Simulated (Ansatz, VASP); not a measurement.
# Two plane-wave programs on AlRu

File INCAR:

```
SYSTEM = AlRu
ALGO = Normal ; EDIFF = 1E-8
ENCUT = 520 ; GGA = PE
GGA_COMPAT = .False. ; ISIF = 2
ISMEAR = -1 ; LASPH = .True.
LCHARG = .False. ; LEFG = .True.
LMAXMIX = 4 ; LORBIT = 11
LORBMOM = .True. ; LREAL = .False.
LSORBIT = .True. ; LWAVE = .False.
MAGMOM = 0 0 0 0 0 0 ; NBANDS = 29
NELM = 150 ; PREC = Accurate
SIGMA = 0.05
```

File KPOINTS:

```
k-points
0
Gamma
  12 12 12
  0 0 0
```

File POSCAR:

```
AlRu
1.0
    2.9916000000      0.0000000000      0.0000000000
    0.0000000000      2.9916000000      0.0000000000
    0.0000000000      0.0000000000      2.9916000000
Al Ru
1 1
Direct
    0.0000000000      0.0000000000      0.0000000000
    0.5000000000      0.5000000000      0.5000000000
```

Input for Ansatz:

```yaml
crystal:
  lattice:
    - [2.9916, 0.0, 0.0]
    - [0.0, 2.9916, 0.0]
    - [0.0, 0.0, 2.9916]
  atoms:
    - { symbol: Al, position: [0.0, 0.0, 0.0] }
    - { symbol: Ru, position: [0.5, 0.5, 0.5] }
kpoints:
  mp_grid: { grid: [12, 12, 12] }
  band_path:
    path:
      - [0.0, 0.0, 0.0]
      - [0.0, 0.5, 0.0]
      - [0.5, 0.5, 0.0]
      - [0.0, 0.0, 0.0]
      - [0.5, 0.5, 0.5]
      - [0.0, 0.5, 0.0]
      - [0.5, 0.5, 0.5]
      - [0.5, 0.5, 0.0]
    npoints: 5
scf:
  occupations: { method: fermi_dirac, width: 0.05 }
hamiltonian:
  xc: pbe
  pseudopotentials: { kind: paw_fr }
output:
  forces: true
  stress: true
  eigenvalues: true
  efg: { contact_densities: true }
  write_density: true
  write_potential: true
  elf: true
  volumetric_format: npy
magnetization:
  noncollinear: true
  spin_orbit: true
```

Alike in both runs: task electric field gradients; functional PBE; k mesh 12 × 12 × 12; occupations fermi-dirac, width 0.05 eV; non-collinear spin, spin-orbit coupling.

|  | VASP | Ansatz |
| --- | --- | --- |
| version | VASP 6.6.1 | Ansatz 0.2.0 |
| potentials or method | VASP PAW PBE potentials, release 64 (Al, Ru_pv) | PAW with Ansatz's default frozen-core files, fully relativistic files with spin-orbit coupling |
| plane-wave cutoff (eV) | 520 | 420 |
| valence electrons in the cell | 17 | 19 |

|  | VASP | Ansatz | Ansatz less VASP |
| --- | --- | --- | --- |
| pressure (GPa) | 2.5 | 2.5 | -0.01 |
| net moment per atom (μB) | 0.00 | 0.00 | 0.000 |

VASP's potentials hold 17 valence electrons a cell and Ansatz's 19, so a difference there can come from the potentials and not from the codes.
